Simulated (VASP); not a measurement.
# Te2Mo (P6_3/mmc) in VASP: further runs, part 2 of 2

VASP 6.6.1.

## (3) Single point, r2SCAN+rVV10

This run uses another cell than the first one, of 23.97 Å³/atom.

Input file POSCAR:

```
Te2Mo
1.0
    3.4706509280      0.0000000000      0.0000000000
   -1.7353254640      3.0056718713      0.0000000000
    0.0000000000      0.0000000000     13.7847444167
Te Mo
4 2
Direct
    0.6666666667      0.3333333333      0.3790000000
    0.3333333333      0.6666666667      0.8790000000
    0.6666666667      0.3333333333      0.1210000000
    0.3333333333      0.6666666667      0.6210000000
    0.6666666667      0.3333333333      0.7500000000
    0.3333333333      0.6666666667      0.2500000000
```

Input file INCAR.step1:

```
PREC = Accurate
ENCUT = 520
ISMEAR = -1
SIGMA = 0.05
LREAL = F
LASPH = T
NELM = 60
NBANDS = 35
GGA = PE
ALGO = Normal
EDIFF = 1E-4
LWAVE = T
LCHARG = F
```

Input file INCAR.step2:

```
PREC = Accurate
ENCUT = 520
EDIFF = 1E-6
ISMEAR = -1
SIGMA = 0.05
LREAL = F
LASPH = T
NELM = 60
ALGO = Normal
ISIF = 2
LWAVE = F
LCHARG = T
METAGGA = R2SCAN
LMIXTAU = T
LUSE_VDW = T
IVDW_NL = 2
BPARAM = 11.95
CPARAM = 0.0093
LELF = T
LVHAR = T
NBANDS = 35
ISTART = 1
```

Input file KPOINTS:

```
Automatic mesh
0
Gamma
  9 9 2
```

Potentials or basis: VASP PAW PBE potentials, release 64 (Te, Mo_sv).

On the command line:

```sh
cat potpaw_PBE.64/Te/POTCAR potpaw_PBE.64/Mo_sv/POTCAR > POTCAR
cp INCAR.step1 INCAR
mpirun -np 1 vasp_std > vasp.out
cp INCAR.step2 INCAR
mpirun -np 1 vasp_std > vasp.out
```

OUTCAR:

```text
PREC = Accurate
   ENCUT = 520
   EDIFF = 1E-6
   ISMEAR = -1
   LREAL = F
   LASPH = T
   NELM = 60
   ISIF = 2
   METAGGA = R2SCAN
   IVDW_NL = 2
   BPARAM = 11.95
   ISTART = 1

 ion  position               nearest neighbor table
   1  0.667  0.333  0.379-   6 2.68   6 2.68   6 2.68   3 3.56
   2  0.333  0.667  0.879-   5 2.68   5 2.68   5 2.68   4 3.56
   3  0.667  0.333  0.121-   6 2.68   6 2.68   6 2.68   1 3.56
   4  0.333  0.667  0.621-   5 2.68   5 2.68   5 2.68   2 3.56
   5  0.667  0.333  0.750-   2 2.68   4 2.68   2 2.68   4 2.68   2 2.68   4 2.68
   6  0.333  0.667  0.250-   1 2.68   3 2.68   1 2.68   3 2.68   1 2.68   3 2.68

  LATTYP: Found a hexagonal cell.
 ALAT       =     3.4706509280
 C/A-ratio  =     3.9718037632

  Lattice vectors:

 A1 = (   3.4706509280,   0.0000000000,   0.0000000000)
 A2 = (  -1.7353254640,   3.0056718713,   0.0000000000)
 A3 = (   0.0000000000,   0.0000000000,  13.7847444167)

Analysis of symmetry for initial positions (statically):
=====================================================================
 Subroutine PRICEL returns:
 Original cell was already a primitive cell.

 Routine SETGRP: Setting up the symmetry group for a
 hexagonal supercell.

 Subroutine GETGRP returns: Found 24 space group operations
 (whereof 12 operations were pure point group operations)
 out of a pool of 24 trial point group operations.

The static configuration has the point symmetry D_3d.
 The point group associated with its full space group is D_6h.

Analysis of symmetry for dynamics (positions and initial velocities):
=====================================================================
 Subroutine PRICEL returns:
 Original cell was already a primitive cell.

 Routine SETGRP: Setting up the symmetry group for a
 hexagonal supercell.

 Subroutine GETGRP returns: Found 24 space group operations
 (whereof 12 operations were pure point group operations)
 out of a pool of 24 trial point group operations.

The dynamic configuration has the point symmetry D_3d.
 The point group associated with its full space group is D_6h.

 Subroutine INISYM returns: Found 24 space group operations
 (whereof 12 operations are pure point group operations),
 and found     1 'primitive' translations

----------------------------------------------------------------------------------------

                                     Primitive cell

  volume of cell :     143.7975

  direct lattice vectors                    reciprocal lattice vectors
     3.470650928  0.000000000  0.000000000     0.288130388  0.166352157  0.000000000
    -1.735325464  3.005671871  0.000000000     0.000000000  0.332704315  0.000000000
     0.000000000  0.000000000 13.784744417     0.000000000  0.000000000  0.072543964

  length of vectors
     3.470650928  3.470650928 13.784744417     0.332704315  0.332704315  0.072543964

  position of ions in fractional coordinates (direct lattice)
     0.666666667  0.333333333  0.379000000
     0.333333333  0.666666667  0.879000000
     0.666666667  0.333333333  0.121000000
     0.333333333  0.666666667  0.621000000
     0.666666667  0.333333333  0.750000000
[... 35 lines left out ...]
 Found     24 irreducible k-points:

 Following reciprocal coordinates:
            Coordinates               Weight
  0.000000  0.000000  0.000000      1.000000
  0.111111  0.000000  0.000000      6.000000
  0.222222  0.000000  0.000000      6.000000
  0.333333 -0.000000  0.000000      6.000000
  0.444444  0.000000  0.000000      6.000000
  0.111111  0.111111  0.000000      6.000000
[... 16 lines left out ...]
  0.333333  0.222222  0.500000     12.000000
  0.333333  0.333333  0.500000      2.000000
   k-points           NKPTS =     24   k-points in BZ     NKDIM =     24   number of bands    NBANDS=     35
   number of dos      NEDOS =    301   number of ions     NIONS =      6
   total plane-waves  NPLWV =  84672
   dimension x,y,z NGX =    28 NGY =   28 NGZ =  108
   dimension x,y,z NGXF=    56 NGYF=   56 NGZF=  216
   ions per type =               4   2
   NGX,Y,Z   is equivalent  to a cutoff of  13.41, 13.41, 13.02 a.u.
   NGXF,Y,Z  is equivalent  to a cutoff of  26.82, 26.82, 26.05 a.u.
 SYSTEM =  unknown system
   PREC   = accura    normal or accurate (medium, high low for compatibility)
   ISTART =      1    job   : 0-new  1-cont  2-samecut
   ICHARG =      0    charge: 1-file 2-atom 10-const
   ISPIN  =      1    spin polarized calculation?
   LNONCOLLINEAR =      F non collinear calculations
   LSORBIT =      F    spin-orbit coupling
   LASPH  =      T    aspherical Exc in radial PAW
   ENCUT  =  520.0 eV  38.22 Ry    6.18 a.u.   6.45  6.45 25.63*2*pi/ulx,y,z
   NELM   =     60;   NELMIN=  2; NELMDL=  0     # of ELM steps
   EDIFF  = 0.1E-05   stopping-criterion for ELM
   LREAL  =      F    real-space projection
   EDIFFG = 0.1E-04   stopping-criterion for IOM
   NSW    =      0    number of steps for IOM
   IBRION =     -1    ionic relax: 0-MD 1-quasi-New 2-CG
   NFREE  =      0    steps in history (QN), initial steepest desc. (CG)
   ISIF   =      2    stress and relaxation
   ISYM   =      2    0-nonsym 1-usesym 2-fastsym
   POTIM  = 0.5000    time-step for ionic-motion
   TEBEG  =    0.0;   TEEND  =   0.0 temperature during run
   PSTRESS=    0.0 pullay stress
   NELECT =      52.0000    total number of electrons
   NUPDOWN=      -1.0000    fix difference up-down
   EMIN   =  10.00;   EMAX   =-10.00  energy-range for DOS
   EFERMI =   0.00;   METHOD = LEGACY
   ISMEAR =    -1;   SIGMA  =   0.05  broadening in eV -4-tet -1-fermi 0-gaus
   EFERMI_NEDOS =   21; number of points for ismear=-14 and -15
   IALGO  =     38    algorithm
   IMIX   =      4    mixing-type and parameters
     AMIX     =   0.40;   BMIX     =  1.00
     AMIX_MAG =   1.60;   BMIX_MAG =  1.00
  volume/ion in A,a.u.               =      23.97       161.73
  Fermi-wavevector in a.u.,A,eV,Ry     =   1.166341  2.204065 18.508703  1.360351
  Thomas-Fermi vector in A             =   2.302855
   LORBIT       =      0    0 simple, 1 ext, 2 COOP (PROOUT), +10 PAW based schemes
   METAGGA = R2SCAN    functional components
   LHFCALC =     F    Hartree Fock is set to
   AEXX    =    0.0000 exact exchange contribution
   IVDW_NL    =     2    kernel type
   BPARAM     =11.9500
   IVDW    =     0    specifies the selected vdW correction
   LEPSILON=     F    determine dielectric tensor
   LRPA    =     F    only Hartree local field effects (RPA)
 non-spin polarized calculation
  energy-cutoff  :      520.00
  volume of cell :      143.80
 maximum number of plane-waves:      3915
 NGX is ok and might be reduce to    28
   NGX = 13   NGY = 13   NGZ = 51

 number of electron      51.9999998 magnetization

 Free energy of the ion-electron system (eV)
  ---------------------------------------------------
  ext. energy  EPLUGINS =         0.00000000
  ---------------------------------------------------
  free energy    TOTEN  =      -154.34852193 eV

  energy without entropy =     -154.34851140  energy(sigma->0) =     -154.34851667

 E-fermi :   9.0302     XC(G=0): -11.2779

 val. band max:        8.6348827276   @ k =   0.0000   0.0000   0.0000
 cond. band min:       9.4842266044   @ k =   0.2222   0.2222   0.0000
 fundamental gap:      0.8493438768
 Fermi energy:         9.0302286132

 k-point     1 :       0.0000    0.0000    0.0000
  band No.  band energies     occupation
      1     -54.1154      2.00000
      2     -54.1154      2.00000
      3     -27.6006      2.00000
      4     -27.6005      2.00000
      5     -27.4438      2.00000
      6     -27.4438      2.00000
[... 901 lines left out ...]
     34      12.6961      0.00000
     35      13.8957      0.00000

------------------------ aborting loop because EDIFF is reached ----------------------------------------

  FORCE on cell =-STRESS in cart. coord.  units (eV):
  Direction    XX          YY          ZZ          XY          YZ          ZX
  --------------------------------------------------------------------------------------
  -------------------------------------------------------------------------------------
  Total        5.4572529      5.4572529      6.0522232      0.0000000      0.0000000      0.0000000
  in kB       60.8041806     60.8041806     67.4332823      0.0000000      0.0000000      0.0000000
  external PRESSURE =      63.0138812 kB  Pullay stress =       0.0000000 kB

 VOLUME and BASIS-vectors are now :
 -----------------------------------------------------------------------------
  energy-cutoff  :      520.00
  volume of cell :      143.80
      direct lattice vectors                 reciprocal lattice vectors
     3.470650928  0.000000000  0.000000000     0.288130388  0.166352157  0.000000000
    -1.735325464  3.005671871  0.000000000     0.000000000  0.332704315  0.000000000
     0.000000000  0.000000000 13.784744417     0.000000000  0.000000000  0.072543964

 POSITION                                       TOTAL-FORCE (eV/Angst)
 -----------------------------------------------------------------------------------
      1.73533      1.00189      5.22442        -0.000000      0.000000      0.611249
     -0.00000      2.00378     12.11679        -0.000000     -0.000000      0.611249
      1.73533      1.00189      1.66795        -0.000000      0.000000     -0.611249
     -0.00000      2.00378      8.56033        -0.000000     -0.000000     -0.611249
      1.73533      1.00189     10.33856        -0.000000     -0.000000     -0.000000
     -0.00000      2.00378      3.44619         0.000000      0.000000     -0.000000
 -----------------------------------------------------------------------------------
    total drift:                               -0.000000      0.000000     -0.000000

  FREE ENERGIE OF THE ION-ELECTRON SYSTEM (eV)
  ---------------------------------------------------
  free  energy   TOTEN  =      -154.3485219320 eV

  energy  without entropy=     -154.3485114020  energy(sigma->0) =     -154.34851667
```

Wall time 20 min (1 thread of AMD EPYC 7R13, shared host); peak memory 0.63 GiB.

What came out:

- Free energy: -154.3485 eV
- Pressure: 6.3 GPa
- Largest force: 0.611 eV/Å
- Band gap on the k mesh: 0.85 eV (least direct gap 1.19 eV)

Forces on the atoms (eV/Å):
```
Te   0.000  0.000  0.611
Te   0.000  0.000  0.611
Te   0.000  0.000 -0.611
Te   0.000  0.000 -0.611
Mo   0.000  0.000  0.000
Mo   0.000  0.000  0.000
```

Stress tensor (GPa, compression positive):
```
6.08 0.00 0.00
0.00 6.08 0.00
0.00 0.00 6.74
```

Caveat: the cell stands under pressure; the PAW data sets were made with another functional, which shifts forces and pressure a little; spin-orbit coupling is left out, which moves the levels of the heavy elements. A k mesh can miss the band edges.

## (4) Single point, r2SCAN+rVV10

This run uses another cell than the first one, of 24.47 Å³/atom.

Changes to POSCAR since step 3:

```diff
@@ -2,5 +2,5 @@
 1.0
-    3.4706509280      0.0000000000      0.0000000000
-   -1.7353254640      3.0056718713      0.0000000000
-    0.0000000000      0.0000000000     13.7847444167
+    3.4945872080      0.0000000000      0.0000000000
+   -1.7472936040      3.0264012979      0.0000000000
+    0.0000000000      0.0000000000     13.8798146239
 Te Mo
```

Input file INCAR.step1:

```
PREC     = Accurate       # precision mode
ENCUT    = 520            # plane-wave cutoff, eV
ISMEAR   = -1             # smearing method
SIGMA    = 0.05           # smearing width, eV
LREAL    = False          # projectors in reciprocal space
LASPH    = True           # aspherical terms in the spheres
NELM     = 80             # most SCF steps
NBANDS   = 35             # bands
GGA      = PE             # functional
ALGO     = Normal         # electronic algorithm
EDIFF    = 1E-4           # SCF threshold, eV
LWAVE    = True           # write WAVECAR
LCHARG   = False          # write CHGCAR
```

Input file INCAR.step2:

```
PREC     = Accurate       # precision mode
ENCUT    = 520            # plane-wave cutoff, eV
EDIFF    = 1E-7           # SCF threshold, eV
ISMEAR   = -1             # smearing method
SIGMA    = 0.05           # smearing width, eV
LREAL    = False          # projectors in reciprocal space
LASPH    = True           # aspherical terms in the spheres
NELM     = 80             # most SCF steps
ALGO     = Normal         # electronic algorithm
ISIF     = 2              # what is computed and relaxed
LWAVE    = False          # write WAVECAR
LCHARG   = True           # write CHGCAR
METAGGA  = R2SCAN         # meta-GGA
LMIXTAU  = True         
LUSE_VDW = True         
IVDW_NL  = 2            
BPARAM   = 11.95        
CPARAM   = 0.0093       
LELF     = True           # ELF
LVHAR    = True         
NBANDS   = 35             # bands
ISTART   = 1
```

Input file KPOINTS:

```
regular mesh
0
Gamma
  9 9 2
```

On the command line:

```sh
cat potpaw_PBE.64/Te/POTCAR potpaw_PBE.64/Mo_sv/POTCAR > POTCAR
cp INCAR.step1 INCAR
mpirun -np 1 vasp_std > vasp.out
cp INCAR.step2 INCAR
mpirun -np 1 vasp_std > vasp.out
```

Wall time 25 min (1 thread of AMD EPYC 7R13, shared host); peak memory 0.64 GiB.

It converged, with:

```yaml
Free_energy: -154.4423 eV
Pressure: 3.7 GPa
Largest_force: 0.295 eV/Å
Band_gap_on_the_k_mesh: 0.86 eV (least direct gap 1.16 eV)
```

Forces on the atoms (eV/Å):
```
Te   0.000  0.000  0.295
Te   0.000  0.000  0.295
Te   0.000  0.000 -0.295
Te   0.000  0.000 -0.295
Mo   0.000  0.000  0.000
Mo   0.000  0.000  0.000
```

Levels at points of the mesh, in eV from the valence-band top:
| k point | band 24 | band 25 | band 26 | band 27 | band 28 | band 29 |
| --- | --- | --- | --- | --- | --- | --- |
| (0.00, 0.00, 0.00) | -1.16 | -0.41 | 0.00 | 3.09 | 3.09 | 3.23 |
| (0.00, 0.00, 0.50) | -1.17 | -0.11 | -0.11 | 3.13 | 3.13 | 3.13 |

Caveat: the cell stands under pressure; the PAW data sets were made with another functional, which shifts forces and pressure a little; spin-orbit coupling is left out, which moves the levels of the heavy elements. r2SCAN opens gaps a little over a GGA but as a rule still falls short of measured ones.

## (5) Single point, r2SCAN+rVV10

This run uses another cell than the first one, of 24.96 Å³/atom.

Changes to POSCAR since step 4:

```diff
@@ -2,5 +2,5 @@
 1.0
-    3.4945872080      0.0000000000      0.0000000000
-   -1.7472936040      3.0264012979      0.0000000000
-    0.0000000000      0.0000000000     13.8798146239
+    3.5182000000      0.0000000000      0.0000000000
+   -1.7591000000      3.0468505756      0.0000000000
+    0.0000000000      0.0000000000     13.9736000000
 Te Mo
```

Input file INCAR.step1:

```
SYSTEM = Te2Mo
ALGO = Normal
EDIFF = 1E-4
ENCUT = 520
GGA = PE
ISMEAR = -1
LASPH = .True.
LCHARG = .False.
LREAL = .False.
LWAVE = .True.
NBANDS = 35
NELM = 100
PREC = Accurate
SIGMA = 0.05
```

Input file INCAR.step2:

```
SYSTEM = Te2Mo
ALGO = Normal
BPARAM = 11.95
CPARAM = 0.0093
EDIFF = 1E-7
ENCUT = 520
ISIF = 2
ISMEAR = -1
ISTART = 1
IVDW_NL = 2
LASPH = .True.
LCHARG = .False.
LMIXTAU = .True.
LREAL = .False.
LUSE_VDW = .True.
LWAVE = .False.
METAGGA = R2SCAN
NBANDS = 35
NELM = 100
PREC = Accurate
SIGMA = 0.05
```

Input file KPOINTS:

```
k-points
0
Gamma
  9 9 2
  0 0 0
```

On the command line:

```sh
cat potpaw_PBE.64/Te/POTCAR potpaw_PBE.64/Mo_sv/POTCAR > POTCAR
cp INCAR.step1 INCAR
mpirun -np 1 vasp_std > vasp.out
cp INCAR.step2 INCAR
mpirun -np 1 vasp_std > vasp.out
```

Run time: 27 min. Hardware: 1 thread of AMD EPYC 7R13, shared host; peak memory 0.64 GiB.

It converged, with:

```yaml
Free_energy: -154.4910 eV
Pressure: 1.5 GPa
Largest_force: 0.003 eV/Å
Band_gap_on_the_k_mesh: 0.87 eV (least direct gap 1.13 eV)
```

Forces in eV/Å, atoms in the order of the input:
```
Te   0.000  0.000  0.003
Te   0.000  0.000  0.003
Te   0.000  0.000 -0.003
Te   0.000  0.000 -0.003
Mo   0.000  0.000  0.000
Mo   0.000  0.000  0.000
```

Stress tensor (GPa, compression positive):
```
1.62 0.00 0.00
0.00 1.62 0.00
0.00 0.00 1.14
```

Levels at points of the mesh, in eV from the valence-band top:
| k point | band 22 | band 23 | band 24 | band 25 | band 26 | band 27 | band 28 | band 29 | band 30 | band 31 |
| --- | --- | --- | --- | --- | --- | --- | --- | --- | --- | --- |
| (0.00, 0.00, 0.00) | -1.12 | -1.12 | -1.09 | -0.42 | 0.00 | 3.02 | 3.02 | 3.16 | 3.16 | 3.26 |
| (0.00, 0.00, 0.50) | -1.14 | -1.14 | -1.14 | -0.10 | -0.10 | 3.06 | 3.06 | 3.06 | 3.06 | 3.42 |

Caveat: the PAW data sets were made with another functional, which shifts forces and pressure a little; spin-orbit coupling is left out, which moves the levels of the heavy elements.

## (6) Summary

```tsv
cell	gap on the mesh (eV)	pressure (GPa)	largest force (eV/Å)
a = 3.446, b = 3.446, c = 13.688 Å, angles 90.0, 90.0, 120.0°, 6 atoms	0.84	9.1	0.95
a = 3.471, b = 3.471, c = 13.785 Å, angles 90.0, 90.0, 120.0°, 6 atoms	0.85	6.3	0.61
a = 3.495, b = 3.495, c = 13.880 Å, angles 90.0, 90.0, 120.0°, 6 atoms	0.86	3.7	0.29
a = 3.518, b = 3.518, c = 13.974 Å, angles 90.0, 90.0, 120.0°, 6 atoms	0.87	1.5	-
```

Alike in all rows: task single point; level r2SCAN+rVV10; potentials or basis VASP PAW PBE potentials, release 64 (Te, Mo_sv); no spin polarisation; k mesh 9 × 9 × 2; cutoff (eV) 520; smearing fermi-dirac 0.05 eV.

Caveats: the PAW data sets were made with another functional, which shifts forces and pressure a little; spin-orbit coupling is left out, which moves the levels of the heavy elements; the cell stands under pressure (at least some runs).

Absolute energies hang on the potentials; compare differences alone.
